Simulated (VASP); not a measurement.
# Si3C (P-4m2) in VASP: a series of runs, part 2 of 2

VASP 6.6.1. Earlier steps stand in the parts before.

## Step 3: Single point, r2SCAN

POSCAR reads:

```
Si3C
1.0
    3.4318101962      0.0000000000      0.0000000000
    0.0000000000      3.4318101962      0.0000000000
    0.0000000000      0.0000000000      5.0004336169
C Si
1 3
Direct
    0.0000000000      0.0000000000      0.0000000000
    0.0000000000      0.5000000000      0.2031984769
    0.5000000000      0.5000000000      0.5000000000
    0.5000000000      0.0000000000      0.7968015231
```

INCAR.step1 reads:

```
SYSTEM = Si3C
ALGO = Normal
EDIFF = 1E-4
ENCUT = 520
GGA = PE
ISMEAR = -1
LASPH = .TRUE.
LCHARG = .FALSE.
LREAL = .FALSE.
LWAVE = .TRUE.
NBANDS = 16
NELM = 80
PREC = Accurate
SIGMA = 0.02
```

INCAR.step2 reads:

```
SYSTEM = Si3C
ALGO = Normal
EDIFF = 1E-6
ENCUT = 520
ISIF = 2
ISMEAR = -1
ISTART = 1
LASPH = .TRUE.
LCHARG = .FALSE.
LMIXTAU = .TRUE.
LREAL = .FALSE.
LWAVE = .FALSE.
METAGGA = R2SCAN
NBANDS = 16
NELM = 80
PREC = Accurate
SIGMA = 0.02
```

KPOINTS reads:

```
k-points
0
G
  8 8 6
  0 0 0
```

Potentials or basis: VASP PAW PBE potentials, release 64 (C, Si).

Command:

```console
> cat potpaw_PBE.64/C/POTCAR potpaw_PBE.64/Si/POTCAR > POTCAR
> cp INCAR.step1 INCAR
> mpirun -np 1 vasp_std > vasp.out
> cp INCAR.step2 INCAR
> mpirun -np 1 vasp_std > vasp.out
```

OUTCAR:

```text
SYSTEM = Si3C
   EDIFF = 1E-6
   ENCUT = 520
   ISIF = 2
   ISMEAR = -1
   ISTART = 1
   LASPH = .TRUE.
   LREAL = .FALSE.
   METAGGA = R2SCAN
   NELM = 80
   PREC = Accurate

 ion  position               nearest neighbor table
   1  0.000  0.000  0.000-   2 1.99   4 1.99   2 1.99   4 1.99
   2  0.000  0.500  0.203-   1 1.99   1 1.99   3 2.27   3 2.27
   3  0.500  0.500  0.500-   2 2.27   4 2.27   4 2.27   2 2.27
   4  0.500  0.000  0.797-   1 1.99   1 1.99   3 2.27   3 2.27

  LATTYP: Found a simple tetragonal cell.
 ALAT       =     3.4318101962
 C/A-ratio  =     1.4570833849

  Lattice vectors:

 A1 = (   3.4318101962,   0.0000000000,   0.0000000000)
 A2 = (   0.0000000000,   3.4318101962,   0.0000000000)
 A3 = (   0.0000000000,   0.0000000000,   5.0004336169)

Analysis of symmetry for initial positions (statically):
=====================================================================
 Subroutine PRICEL returns:
 Original cell was already a primitive cell.

 Routine SETGRP: Setting up the symmetry group for a
 simple tetragonal supercell.

 Subroutine GETGRP returns: Found  8 space group operations
 (whereof  8 operations were pure point group operations)
 out of a pool of 16 trial point group operations.

The static configuration has the point symmetry D_2d.

Analysis of symmetry for dynamics (positions and initial velocities):
=====================================================================
 Subroutine PRICEL returns:
 Original cell was already a primitive cell.

 Routine SETGRP: Setting up the symmetry group for a
 simple tetragonal supercell.

 Subroutine GETGRP returns: Found  8 space group operations
 (whereof  8 operations were pure point group operations)
 out of a pool of 16 trial point group operations.

The dynamic configuration has the point symmetry D_2d.

 Subroutine INISYM returns: Found  8 space group operations
 (whereof  8 operations are pure point group operations),
 and found     1 'primitive' translations

----------------------------------------------------------------------------------------

[... 116 lines left out ...]
     AMIX_MAG =   1.60;   BMIX_MAG =  1.00
  volume/ion in A,a.u.               =      14.72        99.36
  Fermi-wavevector in a.u.,A,eV,Ry     =   1.060303  2.003683 15.296255  1.124243
  Thomas-Fermi vector in A             =   2.195679
   LORBIT       =      0    0 simple, 1 ext, 2 COOP (PROOUT), +10 PAW based schemes
   METAGGA = R2SCAN    functional components
   LHFCALC =     F    Hartree Fock is set to
   AEXX    =    0.0000 exact exchange contribution
   IVDW    =     0    specifies the selected vdW correction
   LEPSILON=     F    determine dielectric tensor
   LRPA    =     F    only Hartree local field effects (RPA)
 non-spin polarized calculation
  energy-cutoff  :      520.00
  volume of cell :       58.89
 maximum number of plane-waves:      1604
 NGX is ok and might be reduce to    28
   NGX = 13   NGY = 13   NGZ = 19

 number of electron      16.0000000 magnetization

 Free energy of the ion-electron system (eV)
  ---------------------------------------------------
  ext. energy  EPLUGINS =         0.00000000
  ---------------------------------------------------
  free energy    TOTEN  =       -35.22658539 eV

  energy without entropy =      -35.22625779  energy(sigma->0) =      -35.22642159

 E-fermi :   7.6825     XC(G=0): -10.8098

 val. band max:        7.6817558578   @ k =   0.2500   0.0000   0.0000
 cond. band min:       7.8083230651   @ k =   0.1250   0.0000   0.0000
 fundamental gap:      0.1265672073
 Fermi energy:         7.6825480513

 k-point     1 :       0.0000    0.0000    0.0000
  band No.  band energies     occupation
      1      -7.8651      2.00000
      2      -2.5627      2.00000
      3      -1.3255      2.00000
      4       3.0305      2.00000
      5       3.0305      2.00000
      6       6.7429      2.00000
[... 433 lines left out ...]
      3       0.1720      2.00000
      4       0.3276      2.00000
      5       3.0661      2.00000
      6       3.4634      2.00000
[... 8 lines left out ...]
     15      15.4600      0.00000
     16      15.6376      0.00000

 [... further k-points ...]
[... 5 lines left out ...]
  --------------------------------------------------------------------------------------
  -------------------------------------------------------------------------------------
  Total       -0.1411130     -0.1411130     -0.0900402      0.0000000     -0.0000000      0.0000000
  in kB       -3.8390475     -3.8390475     -2.4495877      0.0000000     -0.0000000      0.0000000
  external PRESSURE =      -3.3758942 kB  Pullay stress =       0.0000000 kB

 VOLUME and BASIS-vectors are now :
 -----------------------------------------------------------------------------
  energy-cutoff  :      520.00
  volume of cell :       58.89
      direct lattice vectors                 reciprocal lattice vectors
     3.431810196  0.000000000  0.000000000     0.291391407  0.000000000  0.000000000
     0.000000000  3.431810196  0.000000000     0.000000000  0.291391407  0.000000000
     0.000000000  0.000000000  5.000433617     0.000000000  0.000000000  0.199982657

 POSITION                                       TOTAL-FORCE (eV/Angst)
 -----------------------------------------------------------------------------------
      0.00000      0.00000      0.00000         0.000000     -0.000000      0.000000
      0.00000      1.71591      1.01608         0.000000     -0.000000     -0.012579
      1.71591      1.71591      2.50022         0.000000      0.000000      0.000000
      1.71591      0.00000      3.98435         0.000000     -0.000000      0.012579
 -----------------------------------------------------------------------------------
    total drift:                               -0.000000      0.000000      0.000000

  FREE ENERGIE OF THE ION-ELECTRON SYSTEM (eV)
  ---------------------------------------------------
  free  energy   TOTEN  =       -35.2265853895 eV

  energy  without entropy=      -35.2262577866  energy(sigma->0) =      -35.22642159
```

OUTCAR.step1:

```text
SYSTEM = Si3C
   EDIFF = 1E-4
   ENCUT = 520
   GGA = PE
   ISMEAR = -1
   LASPH = .TRUE.
   LREAL = .FALSE.
   NELM = 80
[... 683 lines left out ...]
      0.00000      1.71591      1.01608         0.000000     -0.000000     -0.157602
      1.71591      1.71591      2.50022         0.000000      0.000000      0.000000
      1.71591      0.00000      3.98435         0.000000     -0.000000      0.157602
 -----------------------------------------------------------------------------------
    total drift:                               -0.000000      0.000000      0.000000

  FREE ENERGIE OF THE ION-ELECTRON SYSTEM (eV)
  ---------------------------------------------------
  free  energy   TOTEN  =       -24.3910055735 eV

  energy  without entropy=      -24.3905991232  energy(sigma->0) =      -24.39080235
```

OSZICAR.step1:

```text
N       E                     dE             d eps       ncg     rms          rms(c)
DAV:   1     0.235453390959E+02    0.23545E+02   -0.64492E+03  1920   0.861E+02
DAV:   2    -0.235649491152E+02   -0.47110E+02   -0.41632E+02  2608   0.128E+02
DAV:   3    -0.258984064808E+02   -0.23335E+01   -0.23123E+01  2584   0.270E+01
DAV:   4    -0.259228899232E+02   -0.24483E-01   -0.24478E-01  2472   0.343E+00
DAV:   5    -0.259232070867E+02   -0.31716E-03   -0.31715E-03  2656   0.378E-01    0.909E+00
DAV:   6    -0.244839817024E+02    0.14392E+01   -0.26286E+00  2392   0.106E+01    0.477E+00
DAV:   7    -0.244135723204E+02    0.70409E-01   -0.55267E-01  2488   0.452E+00    0.239E+00
DAV:   8    -0.243911587563E+02    0.22414E-01   -0.70676E-02  2680   0.165E+00    0.515E-01
DAV:   9    -0.243905578499E+02    0.60091E-03   -0.90602E-03  2472   0.732E-01    0.189E-01
DAV:  10    -0.243909431506E+02   -0.38530E-03   -0.14161E-03  2472   0.221E-01    0.767E-02
DAV:  11    -0.243910055735E+02   -0.62423E-04   -0.78169E-05  1704   0.627E-02
   1 F= -.24391006E+02 E0= -.24390802E+02  d E =-.406450E-03
```

Run time: 78 s. Hardware: 1 thread of Intel Xeon 6975P-C (Granite Rapids), shared host; peak memory 0.2 GiB.

Results:

* Free energy: -35.2266 eV
* Pressure: -0.3 GPa
* Largest force: 0.013 eV/Å
* Band gap on the k mesh: zero (band 8 reaches 7.84 eV, above the bottom of band 9 at 7.50 eV)

Forces on the atoms (eV/Å):
```
C    0.000  0.000  0.000
Si   0.000  0.000 -0.013
Si   0.000  0.000  0.000
Si   0.000  0.000  0.013
```

Stress tensor (GPa, compression positive):
```
-0.38  0.00  0.00
 0.00 -0.38  0.00
 0.00  0.00 -0.24
```

Caveat: the PAW data sets were made with another functional, which shifts forces and pressure a little.
